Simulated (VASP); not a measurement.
Crystal: Be.

```
Be
1.0
     2.29000    0.00000    0.00000
    -1.14500    1.98320    0.00000
     0.00000    0.00000    3.58843
Be
2
Direct
  0.00000 0.00000 0.00000
  0.33333 0.66667 0.50000
```

| Property | Result |
| --- | --- |
| Program | VASP 6.6.1 |
| Task | relaxation of cell and atoms |
| Functional | PBEsol |
| Potentials or basis | VASP PAW PBE potentials, release 64 (Be) |
| Cutoff | 600 eV |
| k mesh | 27 × 27 × 15 |
| Occupations | methfessel-paxton, width 0.1 eV |
| Spin | no spin polarisation |

At the start: pressure -4.1 GPa; volume 8.15 Å³/atom.

Problem. Where does the relaxation end?

Solution. Over 6 steps the energy falls by 3.9 meV/atom and the volume is 7.86 Å³/atom (-3.6 %); space group P6_3/mmc (No. 194, to 0.1 Å) before and after.

Step by step:
```
step  energy change (eV)  largest force (eV/Å)  pressure (GPa)  volume (Å³)
   1              0.0000                0.0000           -4.13        16.30
   2             -0.0075                0.0000           -0.61        15.81
   3             -0.0077                0.0000            0.01        15.73
   4             -0.0077                0.0000            0.10        15.71
   5             -0.0077                0.0000            0.08        15.71
   6             -0.0077                0.0000            0.07        15.71
```

Final structure:
```yaml
crystal:
  lattice:
    - [2.25933, 0.00000, 0.00000]
    - [-1.12966, 1.95664, 0.00000]
    - [0.00000, 0.00000, 3.55487]
  atoms:
    - { symbol: Be, position: [0.00000, 0.00000, 0.00000] }
    - { symbol: Be, position: [0.33333, 0.66667, 0.50000] }
```

Caveat: the PAW data sets were made with another functional, which shifts forces and pressure a little.
